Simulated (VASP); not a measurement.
# MnS (I-4m2) in VASP: notebook

Runs on MnS. Level: PBE. Tasks: single point.

Program: VASP 6.6.1. These are calculated values, not measurements. Logs are shortened: lines on timing, memory, paths and dates and some standing lists are left out, and cuts for length are marked.

## Step 1: The cell of the first run

Symmetry: I-4m2, No. 119, tetragonal system. Conventional cell: a = 3.885 Å, b = 3.885 Å, c = 5.341 Å, α = 90.00°, β = 90.00°, γ = 90.00°. Mn (site symmetry -4m2) has 4 S at 2.36 Å within 3.1 Å. Within 3.1 Å of S (site symmetry -4m2) lie 4 Mn at 2.36 Å.

## Step 2: Single point, PBE, collinear spin, antiferromagnetic start (20.15 Å³/atom)

INCAR

```
PREC = Accurate
ENCUT = 500
EDIFF = 1E-6
ISMEAR = 0
SIGMA = 0.05
LREAL = False
LASPH = True
NELM = 200
ALGO = Normal
ISIF = 2
LWAVE = False
LCHARG = False
ISPIN = 2
MAGMOM = 4.22 -4.22 0 0
LORBIT = 11
LMAXMIX = 4
GGA = PE
NBANDS = 31
GGA_COMPAT = False
```

KPOINTS

```
Automatic mesh
0
Gamma
  6 6 4
```

POSCAR

```
MnS
1.0
    0.0000000000      2.7469871796     -2.7469871796
    0.0000000000      2.7469871796      2.7469871796
    5.3411878410      0.0000000000      0.0000000000
Mn S
2 2
Direct
    0.0000000000      0.0000000000      0.0000000000
    0.5000000000      0.5000000000      0.5000000000
    0.0000000000      0.5000000000      0.2500000237
    0.5000000000      1.0000000000      0.7499999763
```

Potentials or basis: VASP PAW PBE potentials, release 64 (Mn_pv, S).

Launch:

```
$ cat potpaw_PBE.64/Mn_pv/POTCAR potpaw_PBE.64/S/POTCAR > POTCAR
$ mpirun -np 1 vasp_std > vasp.out
```

OUTCAR:

```text
PREC = Accurate
   ENCUT = 500
   EDIFF = 1E-6
   ISMEAR = 0
   LREAL = False
   LASPH = True
   NELM = 200
   ISIF = 2
   ISPIN = 2
   LORBIT = 11
   GGA = PE

 ion  position               nearest neighbor table
   1  0.000  0.000  0.000-   3 2.36   4 2.36   3 2.36   4 2.36
   2  0.500  0.500  0.500-   3 2.36   4 2.36   4 2.36   3 2.36
   3  0.000  0.500  0.250-   2 2.36   2 2.36   1 2.36   1 2.36
   4  0.500  0.000  0.750-   2 2.36   2 2.36   1 2.36   1 2.36

  LATTYP: Found a simple tetragonal cell.
 ALAT       =     3.8848265251
 C/A-ratio  =     1.3748845171

  Lattice vectors:

 A1 = (   0.0000000000,   2.7469871796,  -2.7469871796)
 A2 = (   0.0000000000,   2.7469871796,   2.7469871796)
 A3 = (   5.3411878410,   0.0000000000,   0.0000000000)

Analysis of symmetry for initial positions (statically):
=====================================================================
 Subroutine PRICEL returns following result:

  LATTYP: Found a body centered tetragonal cell.
 ALAT       =     3.8848265251
 C/A-ratio  =     1.3748845171

  Lattice vectors:

 A1 = (  -2.6705939205,  -2.7469871796,   0.0000000000)
 A2 = (  -2.6705939205,   2.7469871796,   0.0000000000)
 A3 = (   2.6705939205,   0.0000000000,  -2.7469871796)

   2 primitive cells build up your supercell.

 Routine SETGRP: Setting up the symmetry group for a
 simple tetragonal supercell.

 Subroutine GETGRP returns: Found  8 space group operations
 (whereof  8 operations were pure point group operations)
 out of a pool of 16 trial point group operations.

The static configuration has the point symmetry D_2d.

Analysis of symmetry for dynamics (positions and initial velocities):
=====================================================================
 Subroutine PRICEL returns following result:

  LATTYP: Found a body centered tetragonal cell.
 ALAT       =     3.8848265251
 C/A-ratio  =     1.3748845171

  Lattice vectors:

 A1 = (  -2.6705939205,  -2.7469871796,   0.0000000000)
 A2 = (  -2.6705939205,   2.7469871796,   0.0000000000)
 A3 = (   2.6705939205,   0.0000000000,  -2.7469871796)

   2 primitive cells build up your supercell.

 Routine SETGRP: Setting up the symmetry group for a
 simple tetragonal supercell.

 Subroutine GETGRP returns: Found  8 space group operations
 (whereof  8 operations were pure point group operations)
 out of a pool of 16 trial point group operations.

The dynamic configuration has the point symmetry D_2d.

Analysis of structural, dynamic, and magnetic symmetry:
=====================================================================
 Subroutine PRICEL returns following result:

  LATTYP: Found a body centered tetragonal cell.
 ALAT       =     3.8848265251
 C/A-ratio  =     1.3748845171

  Lattice vectors:

 A1 = (  -2.6705939205,  -2.7469871796,   0.0000000000)
 A2 = (  -2.6705939205,   2.7469871796,   0.0000000000)
 A3 = (   2.6705939205,   0.0000000000,  -2.7469871796)

   2 primitive cells build up your supercell.

 Routine SETGRP: Setting up the symmetry group for a
 simple tetragonal supercell.

 Subroutine GETGRP returns: Found  8 space group operations
 (whereof  8 operations were pure point group operations)
 out of a pool of 16 trial point group operations.

The overall configuration has the point symmetry D_2d.

 Subroutine INISYM returns: Found  8 space group operations
 (whereof  8 operations are pure point group operations),
 and found     2 'primitive' translations

----------------------------------------------------------------------------------------

                                     Primitive cell

  volume of cell :      40.3043

  direct lattice vectors                    reciprocal lattice vectors
    -2.670593920 -2.746987180  0.000000000    -0.187224271 -0.182017595 -0.182017595
    -2.670593921  2.746987180  0.000000000    -0.187224271  0.182017595 -0.182017595
     2.670593920  0.000000000 -2.746987180     0.000000000  0.000000000 -0.364035190

  length of vectors
     3.831189170  3.831189170  3.831189170     0.318298190  0.318298190  0.364035190

  position of ions in fractional coordinates (direct lattice)
     0.000000000  0.000000000  0.000000000
     0.249999976  0.749999976  0.500000000

  ion indices of the primitive-cell ions
   primitive index   ion index
                 1           1
                 2           3

----------------------------------------------------------------------------------------

 KPOINTS: Automatic mesh

Automatic generation of k-mesh.
 Grid dimensions read from file:
 generate k-points for:    6    6    4

 Generating k-lattice:

  Cartesian coordinates                     Fractional coordinates (reciprocal lattice)
     0.000000000  0.030336266 -0.030336266     0.166666667  0.000000000  0.000000000
     0.000000000  0.030336266  0.030336266     0.000000000  0.166666667  0.000000000
     0.046806068  0.000000000  0.000000000     0.000000000  0.000000000  0.250000000

  Length of vectors
[... 93 lines left out ...]
 cond. band min:       5.6249795763   @ k =   0.5000   0.3333   0.0000
 fundamental gap:      1.0456025090
 Fermi energy:         4.9484622644

 spin component 1

 k-point     1 :       0.0000    0.0000    0.0000
  band No.  band energies     occupation
      1     -45.2839      1.00000
      2     -45.2291      1.00000
      3     -45.2291      1.00000
      4     -41.0109      1.00000
      5     -41.0109      1.00000
      6     -40.9985      1.00000
[... 23 lines left out ...]
     30      11.8533      0.00000
     31      15.6608      0.00000

 k-point     2 :       0.1667    0.0000    0.0000
  band No.  band energies     occupation
      1     -45.2839      1.00000
      2     -45.2297      1.00000
      3     -45.2291      1.00000
      4     -41.0118      1.00000
      5     -41.0109      1.00000
      6     -40.9985      1.00000
[... 23 lines left out ...]
     30      12.1877      0.00000
     31      14.8270      0.00000

 k-point     3 :       0.3333    0.0000    0.0000
  band No.  band energies     occupation
      1     -45.2838      1.00000
      2     -45.2310      1.00000
      3     -45.2290      1.00000
      4     -41.0136      1.00000
      5     -41.0108      1.00000
      6     -40.9983      1.00000
[... 703 lines left out ...]
     30      12.6114      0.00000
     31      12.6950      0.00000

 k-point    24 :       0.5000    0.0000    0.5000
  band No.  band energies     occupation
      1     -45.2837      1.00000
      2     -45.2316      1.00000
      3     -45.2290      1.00000
      4     -41.0145      1.00000
      5     -41.0108      1.00000
      6     -40.9982      1.00000
[... 23 lines left out ...]
     30      12.6263      0.00000
     31      13.0486      0.00000

 [... further k-points ...]

 spin component 2

 k-point     1 :       0.0000    0.0000    0.0000
  band No.  band energies     occupation
      1     -45.2839      1.00000
      2     -45.2291      1.00000
      3     -45.2291      1.00000
      4     -41.0109      1.00000
      5     -41.0109      1.00000
      6     -40.9985      1.00000
[... 23 lines left out ...]
     30      11.8533      0.00000
     31      15.6608      0.00000

 k-point     2 :       0.1667    0.0000    0.0000
  band No.  band energies     occupation
      1     -45.2839      1.00000
      2     -45.2297      1.00000
      3     -45.2291      1.00000
      4     -41.0118      1.00000
      5     -41.0108      1.00000
      6     -40.9985      1.00000
[... 23 lines left out ...]
     30      12.1877      0.00000
     31      14.8270      0.00000

 k-point     3 :       0.3333    0.0000    0.0000
  band No.  band energies     occupation
      1     -45.2838      1.00000
      2     -45.2310      1.00000
      3     -45.2290      1.00000
      4     -41.0136      1.00000
      5     -41.0108      1.00000
      6     -40.9983      1.00000
[... 703 lines left out ...]
     30      12.6114      0.00000
     31      12.6949      0.00000

 k-point    24 :       0.5000    0.0000    0.5000
  band No.  band energies     occupation
      1     -45.2837      1.00000
      2     -45.2316      1.00000
      3     -45.2290      1.00000
      4     -41.0145      1.00000
      5     -41.0107      1.00000
      6     -40.9982      1.00000
[... 23 lines left out ...]
     30      12.6263      0.00000
     31      13.0481      0.00000

 [... further k-points ...]
[... 5 lines left out ...]
  --------------------------------------------------------------------------------------
  -------------------------------------------------------------------------------------
  Total        0.5627085      0.6091534      0.6091534     -0.0000000      0.0000000      0.0000000
  in kB       11.1844062     12.1075454     12.1075454     -0.0000000      0.0000000      0.0000000
  external PRESSURE =      11.7998324 kB  Pullay stress =       0.0000000 kB

 VOLUME and BASIS-vectors are now :
 -----------------------------------------------------------------------------
  energy-cutoff  :      500.00
  volume of cell :       80.61
      direct lattice vectors                 reciprocal lattice vectors
     0.000000000  2.746987180 -2.746987180     0.000000000  0.182017595 -0.182017595
     0.000000000  2.746987180  2.746987180     0.000000000  0.182017595  0.182017595
     5.341187841  0.000000000  0.000000000     0.187224271  0.000000000  0.000000000

 POSITION                                       TOTAL-FORCE (eV/Angst)
 -----------------------------------------------------------------------------------
      0.00000      0.00000      0.00000         0.000000     -0.000000      0.000000
      2.67059      2.74699      0.00000        -0.000000     -0.000000      0.000000
      1.33530      1.37349      1.37349         0.000000      0.000000     -0.000000
      4.00589      1.37349     -1.37349         0.000000      0.000000     -0.000000
 -----------------------------------------------------------------------------------
    total drift:                                0.000000      0.000000      0.000000

  FREE ENERGIE OF THE ION-ELECTRON SYSTEM (eV)
  ---------------------------------------------------
  free  energy   TOTEN  =       -28.8050708617 eV

  energy  without entropy=      -28.8050708617  energy(sigma->0) =      -28.80507086

 total charge

# of ion       s       p       d       tot
------------------------------------------
    1        0.273   6.232   4.976  11.481
    2        0.273   6.232   4.976  11.481
    3        1.314   2.455   0.000   3.769
    4        1.314   2.455   0.000   3.769
--------------------------------------------------
tot          3.173  17.374   9.952  30.500

 magnetization (x)

# of ion       s       p       d       tot
------------------------------------------
    1        0.026   0.047   3.907   3.980
    2       -0.026  -0.047  -3.907  -3.980
    3        0.000   0.000   0.000   0.000
    4        0.000   0.000   0.000   0.000
--------------------------------------------------
tot          0.000   0.000   0.000   0.000
```

It took 75 s on 1 thread of AMD EPYC 9R14 (Zen 4), shared host; peak memory 0.23 GiB.

Results:

- Free energy: -28.8051 eV
- Pressure: 1.2 GPa
- Band gap on the k mesh: 1.05 eV
- Net moment: 0.00 μB per cell
- Site moments: Mn +3.98, -3.98; S +0.00 μB
- Valence electrons inside the program's atomic spheres: Mn 11.48; S 3.77

Stress tensor (GPa, compression positive):
```
1.12 0.00 0.00
0.00 1.21 0.00
0.00 0.00 1.21
```

Levels at points of the mesh, in eV from the valence-band top:
Spin up:
```
           k point  band 15  band 16  band 17  band 18  band 19  band 20  band 21  band 22  band 23  band 24
(0.00, 0.00, 0.00)    -2.21    -2.01    -1.04    -0.26    -0.26     1.35     1.58     2.45     2.61     3.23
(0.50, 0.00, 0.00)    -2.21    -1.72    -1.39    -0.96    -0.63     1.51     1.82     1.93     2.13     2.62
(0.50, 0.50, 0.00)    -2.06    -1.91    -1.91    -1.69    -1.22     1.07     1.07     1.35     1.66     1.90
(0.00, 0.00, 0.50)    -2.21    -2.20    -0.79     0.00     0.00     1.56     1.76     2.53     2.71     2.71
(0.50, 0.00, 0.50)    -2.22    -1.65    -1.34    -0.38    -0.27     1.46     1.70     1.91     2.51     2.66
(0.50, 0.50, 0.50)    -2.15    -2.15    -2.06    -1.88    -1.37     1.30     1.30     1.72     1.73     2.20
```
Spin down:
```csv
k point,band 16,band 17,band 18,band 19,band 20,band 21,band 22,band 23
"(0.00, 0.00, 0.00)",-2.01,-1.04,-0.26,-0.26,1.35,1.58,2.45,2.61
"(0.50, 0.00, 0.00)",-1.72,-1.39,-0.96,-0.63,1.51,1.82,1.93,2.13
"(0.50, 0.50, 0.00)",-1.91,-1.91,-1.69,-1.22,1.07,1.07,1.35,1.66
"(0.00, 0.00, 0.50)",-2.20,-0.79,0.00,0.00,1.56,1.76,2.53,2.71
"(0.50, 0.00, 0.50)",-1.65,-1.34,-0.38,-0.27,1.46,1.70,1.91,2.51
"(0.50, 0.50, 0.50)",-2.15,-2.06,-1.88,-1.37,1.30,1.30,1.72,1.73
```

A k mesh can miss the band edges. As with any semilocal functional, this PBE gap is likely too small.

## Step 3: Single point, PBE, collinear spin, antiferromagnetic start

This run uses another cell than the first one, of 20.56 Å³/atom.

INCAR

```
SYSTEM = MnS
PREC = Accurate
ENCUT = 500
EDIFF = 1E-6
ISMEAR = 0
SIGMA = 0.05
LREAL = .FALSE.
LASPH = .TRUE.
NELM = 200
ALGO = Normal
ISIF = 2
LWAVE = .FALSE.
LCHARG = .TRUE.
ISPIN = 2
MAGMOM = 4.42 -4.42 0 0
LORBIT = 11
LMAXMIX = 4
GGA = PE
LELF = .TRUE.
LVHAR = .TRUE.
NBANDS = 31
GGA_COMPAT = .FALSE.
```

KPOINTS

```
regular mesh
0
G
  6 6 4
  0 0 0
```

POSCAR

```
MnS
1.0
    0.0000000000      2.7655484668     -2.7655484668
    0.0000000000      2.7655484668      2.7655484668
    5.3772780428      0.0000000000      0.0000000000
Mn S
2 2
Direct
    0.0000000000      0.0000000000      0.0000000000
    0.5000000000      0.5000000000      0.5000000000
    0.0000000000      0.5000000000      0.2500000237
    0.5000000000      1.0000000000      0.7499999763
```

Potentials or basis: VASP PAW PBE potentials, release 64 (Mn_pv, S).

Launch:

```
$ cat potpaw_PBE.64/Mn_pv/POTCAR potpaw_PBE.64/S/POTCAR > POTCAR
$ mpirun -np 1 vasp_std > vasp.out
```

Wall time 85 s (1 thread of AMD EPYC 9R14 (Zen 4), shared host); peak memory 0.24 GiB.

Results (log left out):

```
Free energy                                           : -28.8121 eV
Pressure                                              : 0.0 GPa
Band gap on the k mesh                                : 1.13 eV
Net moment                                            : 0.00 μB per cell
Site moments                                          : Mn +4.02, -4.02; S +0.00 μB
Valence electrons inside the program's atomic spheres : Mn 11.46; S 3.76
```

Levels at points of the mesh, in eV from the valence-band top:
Spin up:
```csv
k point,band 15,band 16,band 17,band 18,band 19,band 20,band 21,band 22,band 23,band 24
"(0.00, 0.00, 0.00)",-2.18,-1.98,-0.96,-0.23,-0.23,1.41,1.65,2.42,2.61,3.23
"(0.50, 0.00, 0.00)",-2.17,-1.67,-1.37,-0.94,-0.59,1.58,1.88,1.98,2.16,2.65
"(0.50, 0.50, 0.00)",-2.03,-1.86,-1.86,-1.67,-1.19,1.16,1.16,1.42,1.73,1.96
"(0.00, 0.00, 0.50)",-2.17,-2.15,-0.76,0.00,0.00,1.64,1.79,2.56,2.74,2.74
"(0.50, 0.00, 0.50)",-2.18,-1.61,-1.31,-0.36,-0.25,1.54,1.76,1.95,2.55,2.69
"(0.50, 0.50, 0.50)",-2.10,-2.10,-2.03,-1.83,-1.34,1.37,1.37,1.78,1.79,2.24
```
Spin down:
| k point | band 16 | band 17 | band 18 | band 19 | band 20 | band 21 | band 22 | band 23 |
| --- | --- | --- | --- | --- | --- | --- | --- | --- |
| (0.00, 0.00, 0.00) | -1.98 | -0.96 | -0.23 | -0.23 | 1.41 | 1.65 | 2.42 | 2.61 |
| (0.50, 0.00, 0.00) | -1.67 | -1.37 | -0.94 | -0.59 | 1.58 | 1.88 | 1.98 | 2.16 |
| (0.50, 0.50, 0.00) | -1.86 | -1.86 | -1.67 | -1.19 | 1.16 | 1.16 | 1.42 | 1.73 |
| (0.00, 0.00, 0.50) | -2.15 | -0.76 | 0.00 | 0.00 | 1.64 | 1.79 | 2.56 | 2.74 |
| (0.50, 0.00, 0.50) | -1.61 | -1.31 | -0.36 | -0.25 | 1.54 | 1.76 | 1.95 | 2.55 |
| (0.50, 0.50, 0.50) | -2.10 | -2.03 | -1.83 | -1.34 | 1.37 | 1.37 | 1.78 | 1.79 |

A k mesh can miss the band edges.

## Step 4: Single point, PBE, collinear spin, antiferromagnetic start (20.97 Å³/atom)

This run uses another cell than the first one, of 20.97 Å³/atom.

INCAR

```
SYSTEM = MnS
  ALGO = Normal
  EDIFF = 1E-6
  ENCUT = 500
  GGA = PE
  GGA_COMPAT = .False.
  ISIF = 2
  ISMEAR = 0
  ISPIN = 2
  LASPH = .True.
  LCHARG = .True.
  LELF = .True.
  LMAXMIX = 4
  LORBIT = 11
  LREAL = .False.
  LVHAR = .True.
  LWAVE = .False.
  MAGMOM = 4.22 -4.22 0 0
  NBANDS = 31
  NELM = 200
  PREC = Accurate
  SIGMA = 0.05
```

KPOINTS

```
k-points
0
Gamma
  6 6 4
  0 0 0
```

POSCAR

```
MnS
1.0
    0.0000000000      2.7838638911     -2.7838638911
    0.0000000000      2.7838638911      2.7838638911
    5.4128901935      0.0000000000      0.0000000000
Mn S
2 2
Direct
    0.0000000000      0.0000000000      0.0000000000
    0.5000000000      0.5000000000      0.5000000000
    0.0000000000      0.5000000000      0.2500000237
    0.5000000000      1.0000000000      0.7499999763
```

Launch:

```
$ cat potpaw_PBE.64/Mn_pv/POTCAR potpaw_PBE.64/S/POTCAR > POTCAR
$ mpirun -np 1 vasp_std > vasp.out
```

It took 82 s on 1 thread of AMD EPYC 9R14 (Zen 4), shared host; peak memory 0.24 GiB.

Results (log left out):

```
Free energy                                           : -28.8079 eV
Pressure                                              : -1.0 GPa
Band gap on the k mesh                                : 1.21 eV
Net moment                                            : 0.00 μB per cell
Site moments                                          : Mn +4.05, -4.05; S +0.00 μB
Valence electrons inside the program's atomic spheres : Mn 11.44; S 3.76
```

Levels at points of the mesh, in eV from the valence-band top:
Spin up:
```tsv
k point	band 16	band 17	band 18	band 19	band 20	band 21	band 22	band 23
(0.00, 0.00, 0.00)	-1.95	-0.90	-0.21	-0.21	1.48	1.71	2.39	2.62
(0.50, 0.00, 0.00)	-1.63	-1.35	-0.91	-0.55	1.64	1.94	2.02	2.19
(0.50, 0.50, 0.00)	-1.80	-1.80	-1.64	-1.16	1.23	1.23	1.48	1.79
(0.00, 0.00, 0.50)	-2.11	-0.73	0.00	0.00	1.70	1.82	2.58	2.77
(0.50, 0.00, 0.50)	-1.57	-1.27	-0.34	-0.24	1.61	1.82	2.00	2.58
(0.50, 0.50, 0.50)	-2.05	-2.00	-1.79	-1.32	1.44	1.44	1.84	1.85
```
Spin down:
| k point | band 16 | band 17 | band 18 | band 19 | band 20 | band 21 | band 22 | band 23 |
| --- | --- | --- | --- | --- | --- | --- | --- | --- |
| (0.00, 0.00, 0.00) | -1.95 | -0.90 | -0.21 | -0.21 | 1.48 | 1.71 | 2.39 | 2.62 |
| (0.50, 0.00, 0.00) | -1.63 | -1.35 | -0.91 | -0.55 | 1.64 | 1.94 | 2.02 | 2.19 |
| (0.50, 0.50, 0.00) | -1.80 | -1.80 | -1.64 | -1.16 | 1.23 | 1.23 | 1.48 | 1.79 |
| (0.00, 0.00, 0.50) | -2.11 | -0.73 | 0.00 | 0.00 | 1.70 | 1.82 | 2.58 | 2.77 |
| (0.50, 0.00, 0.50) | -1.57 | -1.27 | -0.34 | -0.24 | 1.61 | 1.82 | 2.00 | 2.58 |
| (0.50, 0.50, 0.50) | -2.05 | -2.00 | -1.79 | -1.32 | 1.44 | 1.44 | 1.84 | 1.85 |

A k mesh can miss the band edges. A hybrid or GW would open this gap; PBE tends to underestimate it.

## Step 5: The runs side by side

| cell | gap on the mesh (eV) | pressure (GPa) | moment (μB) |
| --- | --- | --- | --- |
| a = 3.885, b = 3.885, c = 5.341 Å, 4 atoms | 1.05 | 1.2 | 0.00 |
| a = 3.911, b = 3.911, c = 5.377 Å, 4 atoms | 1.13 | 0.0 | 0.00 |
| a = 3.937, b = 3.937, c = 5.413 Å, 4 atoms | 1.21 | -1.0 | 0.00 |

Alike in all rows: task single point; level PBE; potentials or basis VASP PAW PBE potentials, release 64 (Mn_pv, S); spin collinear, antiferromagnetic start; k mesh 6 × 6 × 4; cutoff (eV) 500; smearing gaussian 0.05 eV.

Absolute energies hang on the potentials; compare differences alone.
